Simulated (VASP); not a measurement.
# CaSiH6 (P1) in VASP: single point with PBEsol

Aim: the single point of CaSiH6 with PBEsol.

All numbers are computed with VASP 6.6.1; they aren't measurements. Logs are shortened: lines on timing, memory, paths and dates and some standing lists are left out, and cuts for length are marked.

## (1) The cell of the first run

The typed cell holds 8 atoms: a = 3.794 Å, b = 3.982 Å, c = 6.042 Å, α = 66.07°, β = 93.53°, γ = 117.14°.

## (2) Single point, PBEsol

INCAR

```
  ALGO = Normal
  EDIFF = 1E-6
  ENCUT = 520
  GGA = PS
  ISIF = 2
  ISMEAR = -1
  LASPH = T
  LCHARG = F
  LREAL = F
  LWAVE = F
  NBANDS = 20
  NELM = 100
  PREC = Accurate
  SIGMA = 0.05
```

KPOINTS

```
k-points
0
Gamma
  6 6 4
```

POSCAR

```
CaSiH6
1.0
    3.6794814844     -0.9245934181     -0.0136410275
   -0.9167967729      3.7921762132      0.7947990143
   -0.0277335800      1.3312548692      5.8939447586
Ca H Si
1 6 1
Direct
    0.5862906205      0.5045879676      0.4568156457
    0.5707090960      0.5935410520      0.0281479763
   -0.0941047473      0.1198841101      0.4877501439
   -0.1859232529      0.1351698895      0.0843759407
    0.3402354951      0.0314233077      0.8645713405
    0.2419859357     -0.0989938456      0.2541279177
    0.1989431046      0.5643665468      0.7158525907
    0.2269543913      0.2471605471     -0.0162877536
```

Potentials or basis: VASP PAW PBE potentials, release 64 (Ca_sv, H, Si).

Launch:

```console
$ cat potpaw_PBE.64/Ca_sv/POTCAR potpaw_PBE.64/H/POTCAR potpaw_PBE.64/Si/POTCAR > POTCAR
$ mpirun -np 1 vasp_std > vasp.out
```

OUTCAR:

```text
EDIFF = 1E-6
   ENCUT = 520
   GGA = PS
   ISIF = 2
   ISMEAR = -1
   LASPH = T
   LREAL = F
   NELM = 100
   PREC = Accurate

 ion  position               nearest neighbor table
   1  0.586  0.505  0.457-   8 3.11
   2  0.571  0.594  0.028-   8 1.51
   3  0.906  0.120  0.488-
   4  0.814  0.135  0.084-   8 1.51
   5  0.340  0.031  0.865-   8 1.52
   6  0.242  0.901  0.254-   8 1.68
   7  0.199  0.564  0.716-   8 1.63
   8  0.227  0.247  0.984-   4 1.51   2 1.51   5 1.52   7 1.63   6 1.68   1 3.11

  LATTYP: Found a triclinic cell.
 ALAT       =    10.1430788148
 B/A-ratio  =     0.6541706469
 C/A-ratio  =     1.2265834636
 COS(alpha) =     0.0128300493
 COS(beta)  =     0.5758542742
 COS(gamma) =     0.8201616385

  Lattice vectors:

 A1 = (   4.6240118373,  -6.0480245005,  -6.7023848004)
 A2 = (   4.5962782573,  -4.7167696313,  -0.8084400418)
 A3 = (  -3.6240143244,  -1.7379163203, -11.7742484897)

Analysis of symmetry for initial positions (statically):
=====================================================================
 Subroutine PRICEL returns:
 Original cell was already a primitive cell.

 Routine SETGRP: Setting up the symmetry group for a
 triclinic supercell.

 Subroutine GETGRP returns: Found  1 space group operations
 (whereof  1 operations were pure point group operations)
 out of a pool of  2 trial point group operations.

The static configuration has the point symmetry C_1 .

Analysis of symmetry for dynamics (positions and initial velocities):
=====================================================================
 Subroutine PRICEL returns:
 Original cell was already a primitive cell.

 Routine SETGRP: Setting up the symmetry group for a
 triclinic supercell.

 Subroutine GETGRP returns: Found  1 space group operations
 (whereof  1 operations were pure point group operations)
 out of a pool of  2 trial point group operations.

The dynamic configuration has the point symmetry C_1 .

 Subroutine INISYM returns: Found  1 space group operations
 (whereof  1 operations are pure point group operations),
 and found     1 'primitive' translations

----------------------------------------------------------------------------------------

                                     Primitive cell

  volume of cell :      73.3860

  direct lattice vectors                    reciprocal lattice vectors
     3.679481484 -0.924593418 -0.013641027     0.290148100  0.073331559 -0.015197996
    -0.916796773  3.792176213  0.794799014     0.074010653  0.295509960 -0.066398059
    -0.027733580  1.331254869  5.893944759    -0.009308821 -0.039679827  0.178584265

  length of vectors
     3.793895499  3.981560276  6.042482395     0.299657165  0.311789056  0.183176097

  position of ions in fractional coordinates (direct lattice)
     0.586290621  0.504587968  0.456815646
     0.570709096  0.593541052  0.028147976
     0.905895253  0.119884110  0.487750144
     0.814076747  0.135169889  0.084375941
     0.340235495  0.031423308  0.864571340
     0.241985936  0.901006154  0.254127918
     0.198943105  0.564366547  0.715852591
     0.226954391  0.247160547  0.983712246

  ion indices of the primitive-cell ions
   primitive index   ion index
                 1           1
                 2           2
                 3           3
                 4           4
                 5           5
                 6           6
                 7           7
                 8           8

----------------------------------------------------------------------------------------

 KPOINTS: k-points

Automatic generation of k-mesh.
 Grid dimensions read from file:
 generate k-points for:    6    6    4

 Generating k-lattice:

  Cartesian coordinates                     Fractional coordinates (reciprocal lattice)
     0.048358017  0.012221927 -0.002532999     0.166666667 -0.000000000  0.000000000
     0.012335109  0.049251660 -0.011066343     0.000000000  0.166666667  0.000000000
    -0.002327205 -0.009919957  0.044646066    -0.000000000  0.000000000  0.250000000

  Length of vectors
     0.049942861  0.051964843  0.045794024

  Shift w.r.t. Gamma in fractional coordinates (k-lattice)
     0.000000000  0.000000000  0.000000000

 Subroutine IBZKPT returns following result:
 ===========================================

 Found     76 irreducible k-points:

 Following reciprocal coordinates:
            Coordinates               Weight
  0.000000  0.000000  0.000000      1.000000
  0.166667  0.000000  0.000000      2.000000
  0.333333  0.000000  0.000000      2.000000
  0.500000 -0.000000 -0.000000      1.000000
 -0.000000  0.166667 -0.000000      2.000000
  0.166667  0.166667  0.000000      2.000000
[... 16 lines left out ...]
  0.333333  0.000000  0.250000      2.000000
  0.500000  0.000000  0.250000      2.000000
 [... further k-points ...]
   k-points           NKPTS =     76   k-points in BZ     NKDIM =     76   number of bands    NBANDS=     20
   number of dos      NEDOS =    301   number of ions     NIONS =      8
   total plane-waves  NPLWV =  40320
   dimension x,y,z NGX =    28 NGY =   30 NGZ =   48
   dimension x,y,z NGXF=    56 NGYF=   60 NGZF=   96
   ions per type =               1   6   1
   NGX,Y,Z   is equivalent  to a cutoff of  12.27, 12.53, 13.21 a.u.
   NGXF,Y,Z  is equivalent  to a cutoff of  24.54, 25.05, 26.41 a.u.
 SYSTEM =  unknown system
   PREC   = accura    normal or accurate (medium, high low for compatibility)
   ISTART =      0    job   : 0-new  1-cont  2-samecut
   ICHARG =      2    charge: 1-file 2-atom 10-const
   ISPIN  =      1    spin polarized calculation?
   LNONCOLLINEAR =      F non collinear calculations
   LSORBIT =      F    spin-orbit coupling
   LASPH  =      T    aspherical Exc in radial PAW
   ENCUT  =  520.0 eV  38.22 Ry    6.18 a.u.   7.05  7.40 11.24*2*pi/ulx,y,z
   NELM   =    100;   NELMIN=  2; NELMDL= -5     # of ELM steps
   EDIFF  = 0.1E-05   stopping-criterion for ELM
   LREAL  =      F    real-space projection
   EDIFFG = 0.1E-04   stopping-criterion for IOM
   NSW    =      0    number of steps for IOM
   IBRION =     -1    ionic relax: 0-MD 1-quasi-New 2-CG
   NFREE  =      0    steps in history (QN), initial steepest desc. (CG)
   ISIF   =      2    stress and relaxation
   ISYM   =      2    0-nonsym 1-usesym 2-fastsym
   POTIM  = 0.5000    time-step for ionic-motion
   TEBEG  =    0.0;   TEEND  =   0.0 temperature during run
   PSTRESS=    0.0 pullay stress
   NELECT =      20.0000    total number of electrons
   NUPDOWN=      -1.0000    fix difference up-down
   EMIN   =  10.00;   EMAX   =-10.00  energy-range for DOS
   EFERMI =   0.00;   METHOD = LEGACY
   ISMEAR =    -1;   SIGMA  =   0.05  broadening in eV -4-tet -1-fermi 0-gaus
   EFERMI_NEDOS =   21; number of points for ismear=-14 and -15
   IALGO  =     38    algorithm
   IMIX   =      4    mixing-type and parameters
     AMIX     =   0.40;   BMIX     =  1.00
     AMIX_MAG =   1.60;   BMIX_MAG =  1.00
  volume/ion in A,a.u.               =       9.17        61.90
  Fermi-wavevector in a.u.,A,eV,Ry     =   1.061403  2.005762 15.328015  1.126577
  Thomas-Fermi vector in A             =   2.196818
   LORBIT       =      0    0 simple, 1 ext, 2 COOP (PROOUT), +10 PAW based schemes
   GGA     = PS    functional components
   LHFCALC =     F    Hartree Fock is set to
   AEXX    =    0.0000 exact exchange contribution
   IVDW    =     0    specifies the selected vdW correction
   LEPSILON=     F    determine dielectric tensor
   LRPA    =     F    only Hartree local field effects (RPA)
 non-spin polarized calculation
  energy-cutoff  :      520.00
  volume of cell :       73.39
 maximum number of plane-waves:      1993
   NGX = 15   NGY = 15   NGZ = 23

 number of electron      19.9999998 magnetization

 Free energy of the ion-electron system (eV)
  ---------------------------------------------------
  ext. energy  EPLUGINS =         0.00000000
  ---------------------------------------------------
  free energy    TOTEN  =       -28.67714842 eV

  energy without entropy =      -28.67714842  energy(sigma->0) =      -28.67714842

 E-fermi :   2.9910     XC(G=0):  -9.2074

 val. band max:        1.9809858836   @ k =   0.0000   0.0000   0.0000
 cond. band min:       3.9775245264   @ k =   0.5000   0.5000   0.0000
 fundamental gap:      1.9965386428
 Fermi energy:         2.9909945800

 k-point     1 :       0.0000    0.0000    0.0000
  band No.  band energies     occupation
      1     -37.7272      2.00000
      2     -18.9752      2.00000
      3     -18.7431      2.00000
      4     -18.7123      2.00000
      5      -8.8807      2.00000
      6      -3.1275      2.00000
[... 12 lines left out ...]
     19      10.2933      0.00000
     20      10.7113      0.00000

 k-point     2 :       0.1667    0.0000    0.0000
  band No.  band energies     occupation
      1     -37.7243      2.00000
      2     -18.9694      2.00000
      3     -18.7643      2.00000
      4     -18.7369      2.00000
      5      -8.5830      2.00000
      6      -3.0678      2.00000
[... 12 lines left out ...]
     19       9.7530      0.00000
     20      10.4475      0.00000

 k-point     3 :       0.3333    0.0000    0.0000
  band No.  band energies     occupation
      1     -37.7184      2.00000
      2     -18.9577      2.00000
      3     -18.8369      2.00000
      4     -18.7544      2.00000
      5      -7.7769      2.00000
      6      -3.6096      2.00000
[... 12 lines left out ...]
     19      10.1291      0.00000
     20      10.9464      0.00000

 k-point     4 :       0.5000   -0.0000   -0.0000
  band No.  band energies     occupation
      1     -37.7155      2.00000
      2     -18.9519      2.00000
      3     -18.8746      2.00000
      4     -18.7610      2.00000
      5      -7.0888      2.00000
      6      -4.6451      2.00000
[... 429 lines left out ...]
 k-point    23 :       0.3333    0.0000    0.2500
  band No.  band energies     occupation
      1     -37.7184      2.00000
      2     -18.9585      2.00000
      3     -18.8362      2.00000
      4     -18.7545      2.00000
      5      -7.7727      2.00000
      6      -3.5755      2.00000
[... 12 lines left out ...]
     19      10.4157      0.00000
     20      10.7291      0.00000

 k-point    24 :       0.5000    0.0000    0.2500
  band No.  band energies     occupation
      1     -37.7154      2.00000
      2     -18.9531      2.00000
      3     -18.8739      2.00000
      4     -18.7611      2.00000
      5      -7.0760      2.00000
      6      -4.5883      2.00000
[... 12 lines left out ...]
     19      10.0121      0.00000
     20      11.2117      0.00000

 [... further k-points ...]
[... 5 lines left out ...]
  --------------------------------------------------------------------------------------
  -------------------------------------------------------------------------------------
  Total       -0.0124140     -0.0326115     -0.0174896     -0.0042961     -0.0028553     -0.0102904
  in kB       -0.2710249     -0.7119808     -0.3818355     -0.0937935     -0.0623376     -0.2246627
  external PRESSURE =      -0.4549471 kB  Pullay stress =       0.0000000 kB

 VOLUME and BASIS-vectors are now :
 -----------------------------------------------------------------------------
  energy-cutoff  :      520.00
  volume of cell :       73.39
      direct lattice vectors                 reciprocal lattice vectors
     3.679481484 -0.924593418 -0.013641027     0.290148100  0.073331559 -0.015197996
    -0.916796773  3.792176213  0.794799014     0.074010653  0.295509960 -0.066398059
    -0.027733580  1.331254869  5.893944759    -0.009308821 -0.039679827  0.178584265

 POSITION                                       TOTAL-FORCE (eV/Angst)
 -----------------------------------------------------------------------------------
      1.68197      1.97954      3.08549         0.000942     -0.005738     -0.000443
      1.55498      1.76061      0.62986        -0.000318     -0.002561     -0.003836
      3.20979      0.26636      2.95770         0.000139     -0.000742      0.001332
      2.86912     -0.12778      0.59364        -0.000381      0.000627     -0.004587
      1.19910      0.95555      5.11607        -0.002073     -0.002753      0.004226
      0.05730      3.53134      2.21063         0.001677      0.007089     -0.003482
      0.19474      2.90922      4.66504        -0.003827      0.003541      0.005257
      0.58120      2.03701      5.99129         0.003841      0.000537      0.001534
 -----------------------------------------------------------------------------------
    total drift:                               -0.000174     -0.000026     -0.000040

  FREE ENERGIE OF THE ION-ELECTRON SYSTEM (eV)
  ---------------------------------------------------
  free  energy   TOTEN  =       -28.6771484223 eV

  energy  without entropy=      -28.6771484222  energy(sigma->0) =      -28.67714842
```

Wall time 2.5 min (1 thread of Oxide Virtual Turin-like, shared host); peak memory 0.23 GiB.

What came out:

- Free energy: -28.6771 eV
- Pressure: 0.0 GPa
- Largest force: 0.008 eV/Å
- Band gap on the k mesh: 2.00 eV (least direct gap 2.95 eV)

Forces on the atoms (eV/Å):
```
Ca   0.001 -0.006  0.000
H    0.000 -0.003 -0.004
H    0.000 -0.001  0.001
H    0.000  0.001 -0.005
H   -0.002 -0.003  0.004
H    0.002  0.007 -0.003
H   -0.004  0.004  0.005
Si   0.004  0.001  0.002
```

Caveat: the PAW data sets were made with another functional, which shifts forces and pressure a little. A k mesh can miss the band edges.
